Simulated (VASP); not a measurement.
# LiH (rock salt type) in VASP: a series of runs, part 2 of 2

VASP 6.6.1.

## 3. Single point, HSE06

This run uses another cell than the first one, of 7.47 Å³/atom.

Input file POSCAR:

```
LiH
1.0
    0.0000000000      1.9549035407      1.9549035407
    1.9549035407      0.0000000000      1.9549035407
    1.9549035407      1.9549035407      0.0000000000
Li H
1 1
Direct
    0.0000000000      0.0000000000      0.0000000000
    0.5000000000      0.5000000000      0.5000000000
```

Input file INCAR.step1:

```
SYSTEM = LiH
  ALGO = Normal
  EDIFF = 1E-5
  ENCUT = 520
  GGA = PE
  ISIF = 2
  ISMEAR = -1
  LASPH = .TRUE.
  LCHARG = .FALSE.
  LREAL = .FALSE.
  LWAVE = .TRUE.
  NBANDS = 9
  NELM = 60
  PREC = Accurate
  SIGMA = 0.05
```

Input file INCAR.step2:

```
SYSTEM = LiH
  ALGO = Normal
  EDIFF = 1E-7
  ENCUT = 520
  GGA = PE
  HFSCREEN = 0.2079
  ISIF = 2
  ISMEAR = -1
  ISTART = 1
  LASPH = .TRUE.
  LCHARG = .FALSE.
  LHFCALC = .TRUE.
  LREAL = .FALSE.
  LWAVE = .FALSE.
  NBANDS = 9
  NELM = 60
  PREC = Accurate
  PRECFOCK = Normal
  SIGMA = 0.05
```

Input file KPOINTS:

```
k-points
0
G
  4 4 4
  0 0 0
```

Potentials or basis: VASP PAW PBE potentials, release 64 (Li_sv, H).

On the command line:

```bash
cat potpaw_PBE.64/Li_sv/POTCAR potpaw_PBE.64/H/POTCAR > POTCAR
cp INCAR.step1 INCAR
mpirun -np 1 vasp_std > vasp.out
cp INCAR.step2 INCAR
mpirun -np 1 vasp_std > vasp.out
```

OUTCAR:

```text
SYSTEM = LiH
   EDIFF = 1E-7
   ENCUT = 520
   GGA = PE
   HFSCREEN = 0.2079
   ISIF = 2
   ISMEAR = -1
   ISTART = 1
   LASPH = .TRUE.
   LHFCALC = .TRUE.
   LREAL = .FALSE.
   NELM = 60
   PREC = Accurate
   PRECFOCK = Normal

 ion  position               nearest neighbor table
   1  0.000  0.000  0.000-
   2  0.500  0.500  0.500-

  LATTYP: Found a face centered cubic cell.
 ALAT       =     3.9098070814

  Lattice vectors:

 A1 = (   0.0000000000,   1.9549035407,   1.9549035407)
 A2 = (   1.9549035407,   0.0000000000,   1.9549035407)
 A3 = (   1.9549035407,   1.9549035407,   0.0000000000)

Analysis of symmetry for initial positions (statically):
=====================================================================
 Subroutine PRICEL returns:
 Original cell was already a primitive cell.

 Routine SETGRP: Setting up the symmetry group for a
 face centered cubic supercell.

 Subroutine GETGRP returns: Found 48 space group operations
 (whereof 48 operations were pure point group operations)
 out of a pool of 48 trial point group operations.

The static configuration has the point symmetry O_h .

Analysis of symmetry for dynamics (positions and initial velocities):
=====================================================================
 Subroutine PRICEL returns:
 Original cell was already a primitive cell.

 Routine SETGRP: Setting up the symmetry group for a
 face centered cubic supercell.

 Subroutine GETGRP returns: Found 48 space group operations
 (whereof 48 operations were pure point group operations)
 out of a pool of 48 trial point group operations.

The dynamic configuration has the point symmetry O_h .

 Subroutine INISYM returns: Found 48 space group operations
 (whereof 48 operations are pure point group operations),
 and found     1 'primitive' translations

----------------------------------------------------------------------------------------

                                     Primitive cell

  volume of cell :      14.9419

  direct lattice vectors                    reciprocal lattice vectors
     0.000000000  1.954903541  1.954903541    -0.255767095  0.255767095  0.255767095
     1.954903541  0.000000000  1.954903541     0.255767095 -0.255767095  0.255767095
     1.954903541  1.954903541  0.000000000     0.255767095  0.255767095 -0.255767095

  length of vectors
     2.764651100  2.764651100  2.764651100     0.443001604  0.443001604  0.443001604

  position of ions in fractional coordinates (direct lattice)
     0.000000000  0.000000000  0.000000000
     0.500000000  0.500000000  0.500000000

  ion indices of the primitive-cell ions
   primitive index   ion index
                 1           1
                 2           2

----------------------------------------------------------------------------------------

 KPOINTS: k-points

Automatic generation of k-mesh.
 Grid dimensions read from file:
[... 27 lines left out ...]
 -0.250000  0.250000  0.000000     12.000000
  0.500000  0.500000  0.000000      3.000000
 -0.250000  0.500000  0.250000      6.000000
   k-points           NKPTS =      8   k-points in BZ     NKDIM =     64   number of bands    NBANDS=      9
   number of dos      NEDOS =    301   number of ions     NIONS =      2
   total plane-waves  NPLWV =  13824
   dimension x,y,z NGX =    24 NGY =   24 NGZ =   24
   dimension x,y,z NGXF=    48 NGYF=   48 NGZF=   48
   ions per type =               1   1
   NGX,Y,Z   is equivalent  to a cutoff of  14.43, 14.43, 14.43 a.u.
   NGXF,Y,Z  is equivalent  to a cutoff of  28.86, 28.86, 28.86 a.u.
 SYSTEM =  LiH
   PREC   = accura    normal or accurate (medium, high low for compatibility)
   ISTART =      1    job   : 0-new  1-cont  2-samecut
   ICHARG =      0    charge: 1-file 2-atom 10-const
   ISPIN  =      1    spin polarized calculation?
   LNONCOLLINEAR =      F non collinear calculations
   LSORBIT =      F    spin-orbit coupling
   LASPH  =      T    aspherical Exc in radial PAW
   ENCUT  =  520.0 eV  38.22 Ry    6.18 a.u.   5.14  5.14  5.14*2*pi/ulx,y,z
   NELM   =     60;   NELMIN=  2; NELMDL=  0     # of ELM steps
   EDIFF  = 0.1E-06   stopping-criterion for ELM
   LREAL  =      F    real-space projection
   EDIFFG = 0.1E-05   stopping-criterion for IOM
   NSW    =      0    number of steps for IOM
   IBRION =     -1    ionic relax: 0-MD 1-quasi-New 2-CG
   NFREE  =      0    steps in history (QN), initial steepest desc. (CG)
   ISIF   =      2    stress and relaxation
   ISYM   =      3    0-nonsym 1-usesym 2-fastsym
   POTIM  = 0.5000    time-step for ionic-motion
   TEBEG  =    0.0;   TEEND  =   0.0 temperature during run
   PSTRESS=    0.0 pullay stress
   NELECT =       4.0000    total number of electrons
   NUPDOWN=      -1.0000    fix difference up-down
   EMIN   =  10.00;   EMAX   =-10.00  energy-range for DOS
   EFERMI =   0.00;   METHOD = LEGACY
   ISMEAR =    -1;   SIGMA  =   0.05  broadening in eV -4-tet -1-fermi 0-gaus
   EFERMI_NEDOS =   21; number of points for ismear=-14 and -15
   IALGO  =     38    algorithm
   IMIX   =      1    mixing-type and parameters
     AMIX     =   0.40;   BMIX     =  1.00
     AMIX_MAG =   1.60;   BMIX_MAG =  1.00
  volume/ion in A,a.u.               =       7.47        50.42
  Fermi-wavevector in a.u.,A,eV,Ry     =   1.055098  1.993846 15.146440  1.113232
  Thomas-Fermi vector in A             =   2.190283
   LORBIT       =      0    0 simple, 1 ext, 2 COOP (PROOUT), +10 PAW based schemes
   GGA     = PE    functional components
   LHFCALC =     T    Hartree Fock is set to
   PRECFOCK=normal    Normal, Fast or Accurate (Low or Medium for compatibility)
   ENCUT4O =  -1.0   cutoff for four orbital integrals eV
   NKREDX  =     1    reduce k-point grid by
   NKREDY  =     1    reduce k-point grid by
   NKREDZ  =     1    reduce k-point grid by
   AEXX    =    0.2500 exact exchange contribution
   HFSCREEN=    0.2079 screening length (either q_TF or 0.3 A-1)
   HFSCREENC=   0.2079 screening length for correlation (either q_TF or 0.3 A-1)
   ENCUTFOCK=  -1.0 apply spherical cutoff to Coloumb kernel
   IVDW    =     0    specifies the selected vdW correction
   LEPSILON=     F    determine dielectric tensor
   LRPA    =     F    only Hartree local field effects (RPA)
 non-spin polarized calculation
  energy-cutoff  :      520.00
  volume of cell :       14.94
 maximum number of plane-waves:       415
 NGX is ok and might be reduce to    24
  NGX = 16; NGY = 16; NGZ = 16

 number of electron       4.0000002 magnetization

 Free energy of the ion-electron system (eV)
  ---------------------------------------------------
  ext. energy  EPLUGINS =         0.00000000
  ---------------------------------------------------
  free energy    TOTEN  =        -6.76767892 eV

  energy without entropy =       -6.76767892  energy(sigma->0) =       -6.76767892

 E-fermi :   0.8952     XC(G=0):  -7.3078

 val. band max:       -0.2536781756   @ k =   0.5000   0.5000   0.0000
 cond. band min:       3.7033900399   @ k =   0.5000   0.5000   0.0000
 fundamental gap:      3.9570682155
 Fermi energy:         0.8952358415

 k-point     1 :       0.0000    0.0000    0.0000
  band No.  band energies     occupation
      1     -47.4768      2.00000
      2      -6.6240      2.00000
      3      18.7630      0.00000
      4      20.0277      0.00000
      5      20.0277      0.00000
      6      20.0278      0.00000
      7      24.7971      0.00000
      8      24.7971      0.00000
      9      24.7971      0.00000
[... 73 lines left out ...]
 k-point     8 :      -0.2500    0.5000    0.2500
  band No.  band energies     occupation
      1     -47.3911      2.00000
      2      -0.5267      2.00000
      3       6.2297      0.00000
      4       6.2297      0.00000
      5      13.5994      0.00000
      6      19.9158      0.00000
      7      26.4174      0.00000
      8      26.4174      0.00000
      9      31.0756      0.00000

------------------------ aborting loop because EDIFF is reached ----------------------------------------

  FORCE on cell =-STRESS in cart. coord.  units (eV):
  Direction    XX          YY          ZZ          XY          YZ          ZX
  --------------------------------------------------------------------------------------
  -------------------------------------------------------------------------------------
  Total        0.2413372      0.2413372      0.2413372      0.0000000     -0.0000000      0.0000000
  in kB       25.8778878     25.8778878     25.8778878      0.0000000     -0.0000000      0.0000000
  external PRESSURE =      25.8778878 kB  Pullay stress =       0.0000000 kB

 VOLUME and BASIS-vectors are now :
 -----------------------------------------------------------------------------
  energy-cutoff  :      520.00
  volume of cell :       14.94
      direct lattice vectors                 reciprocal lattice vectors
     0.000000000  1.954903541  1.954903541    -0.255767095  0.255767095  0.255767095
     1.954903541  0.000000000  1.954903541     0.255767095 -0.255767095  0.255767095
     1.954903541  1.954903541  0.000000000     0.255767095  0.255767095 -0.255767095

 POSITION                                       TOTAL-FORCE (eV/Angst)
 -----------------------------------------------------------------------------------
      0.00000      0.00000      0.00000         0.000000     -0.000000      0.000000
      1.95490      1.95490      1.95490        -0.000000      0.000000     -0.000000
 -----------------------------------------------------------------------------------
    total drift:                               -0.000000     -0.000000     -0.000000

  FREE ENERGIE OF THE ION-ELECTRON SYSTEM (eV)
  ---------------------------------------------------
  free  energy   TOTEN  =        -6.7676789167 eV

  energy  without entropy=       -6.7676789167  energy(sigma->0) =       -6.76767892
```

Run time: 17 s. Hardware: 1 thread of Intel Xeon Platinum 8375C at 2.90GHz (Ice Lake), shared host; peak memory 0.22 GiB.

Results:

```
Free energy            : -6.7677 eV
Band gap on the k mesh : 3.96 eV
```

Levels at points of the mesh, in eV from the valence-band top:
| k point | band 1 | band 2 | band 3 | band 4 | band 5 | band 6 |
| --- | --- | --- | --- | --- | --- | --- |
| (0.00, 0.00, 0.00) | -47.22 | -6.37 | 19.02 | 20.28 | 20.28 | 20.28 |
| (0.50, 0.00, 0.00) | -47.16 | -3.09 | 6.19 | 15.98 | 18.75 | 18.75 |
| (0.50, 0.50, 0.00) | -47.14 | 0.00 | 3.96 | 12.59 | 12.59 | 15.80 |

Caveat: the k points lie up to 0.70 Å⁻¹ apart; the cutoff is under 1.25 times the usual one of these potentials, so pressure, stress and relaxed cells hold a basis-set (Pulay) error; the PAW data sets were made with another functional, which shifts forces and pressure a little.
